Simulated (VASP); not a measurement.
A run of VASP 6.6.1 is set up as follows.

File INCAR:

```
SYSTEM = TiSi
PREC = Accurate
ENCUT = 500
EDIFF = 1E-6
ISMEAR = -1
SIGMA = 0.1
LREAL = .FALSE.
LASPH = .TRUE.
NELM = 120
ALGO = Normal
ISIF = 2
LWAVE = .FALSE.
LCHARG = .FALSE.
GGA = PS
NBANDS = 15
GGA_COMPAT = .FALSE.
```

The input KPOINTS:

```
regular mesh
0
G
  14 14 14
  0 0 0
```

POSCAR

```
TiSi
1.0
    0.0000000000      2.3422784513      2.3422784513
    2.3422784513      0.0000000000      2.3422784513
    2.3422784513      2.3422784513      0.0000000000
Ti Si
1 1
Direct
    0.0000000000      0.0000000000      0.0000000000
    0.5000000000      0.5000000000      0.5000000000
```

Potentials or basis: VASP PAW PBE potentials, release 64 (Ti_sv, Si).

The run is started by

```console
$ cat potpaw_PBE.64/Ti_sv/POTCAR potpaw_PBE.64/Si/POTCAR > POTCAR
$ mpirun -np 1 vasp_std > vasp.out
```

Problem. What does it give for the pressure?

Solution. 40.3 GPa.

Problem. Predict the band gap on the k mesh.

Solution. Zero (band 8 reaches 12.08 eV, above the bottom of band 9 at 10.85 eV).

Caveat: the cell differs from its parent crystal (volume scaled by 0.804, to set the pressure); the PAW data sets were made with another functional, which shifts forces and pressure a little.
